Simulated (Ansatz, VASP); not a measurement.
**One calculation of Mo, two programs**

File POSCAR:

```
Mo
1.0
    2.7765430532      0.0000000000      0.0000000000
   -1.3882715266      2.4045568187      0.0000000000
    0.0000000000      0.0000000000      2.6318361210
Mo
1
Direct
    0.0000000000      0.0000000000      0.5000000000
```

File INCAR.step1:

```
PREC     = Accurate       # precision mode
ENCUT    = 520            # plane-wave cutoff, eV
ISMEAR   = 0              # smearing method
SIGMA    = 0.15           # smearing width, eV
LREAL    = F              # projectors in reciprocal space
LASPH    = T              # aspherical terms in the spheres
NELM     = 100            # most SCF steps
NBANDS   = 13             # bands
GGA      = PE             # functional
ALGO     = Normal         # electronic algorithm
EDIFF    = 1E-4           # SCF threshold, eV
LWAVE    = T              # write WAVECAR
LCHARG   = F              # write CHGCAR
```

File INCAR.step2:

```
PREC     = Accurate       # precision mode
ENCUT    = 520            # plane-wave cutoff, eV
EDIFF    = 1E-7           # SCF threshold, eV
ISMEAR   = 0              # smearing method
SIGMA    = 0.15           # smearing width, eV
LREAL    = F              # projectors in reciprocal space
LASPH    = T              # aspherical terms in the spheres
NELM     = 100            # most SCF steps
ALGO     = Normal         # electronic algorithm
ISIF     = 2              # what is computed and relaxed
LWAVE    = F              # write WAVECAR
LCHARG   = T              # write CHGCAR
METAGGA  = R2SCAN         # meta-GGA
LMIXTAU  = T            
LELF     = T              # ELF
LVHAR    = T            
NBANDS   = 13             # bands
ISTART   = 1
```

File KPOINTS:

```
regular mesh
0
Gamma
  18 18 18
```

Input for Ansatz:

```yaml
crystal:
  lattice:
    - [2.7765430532, 0.0, 0.0]
    - [-1.3882715266, 2.4045568187, 0.0]
    - [0.0, 0.0, 2.631836121]
  atoms:
    - { symbol: Mo, position: [0.0, 0.0, 0.5] }
basis:
  ecutwfc: 500
kpoints:
  mp_grid: { grid: [18, 18, 18] }
hamiltonian:
  xc: r2scan
scf:
  occupations: { method: gaussian, width: 0.15 }
output:
  forces: true
  stress: true
  eigenvalues: true
```

Change from the starting cell: strain +0.015 along x and y, +0.030 along z, atoms carried along.

Alike in both runs: task single point; functional r2SCAN; k mesh 18 × 18 × 18; occupations gaussian, width 0.15 eV; no spin polarisation.

```csv
,VASP,Ansatz
version,VASP 6.6.1,Ansatz 0.2.0
potentials or method,"VASP PAW PBE potentials, release 64 (Mo_sv), cutoff 520 eV","scalar-relativistic, plane waves, PAW"
valence electrons in the cell,14,14
```

Ansatz gave:

| Quantity | Value |
| --- | --- |
| gap on the k mesh at the Fermi level (eV) | none |
| pressure (GPa) | -11.0 |
| traceless stress, the component that is largest in VASP (GPa) | -5.87 |

Q: What did VASP give for the same quantities?

A: gap on the k mesh at the Fermi level (eV): none; pressure (GPa): -10.2; traceless stress, the component that is largest in VASP (GPa): -5.84.

VASP's potentials were made for PBE, not for r2SCAN. A gap of «none» marks a metal or a gap that the smearing closes.
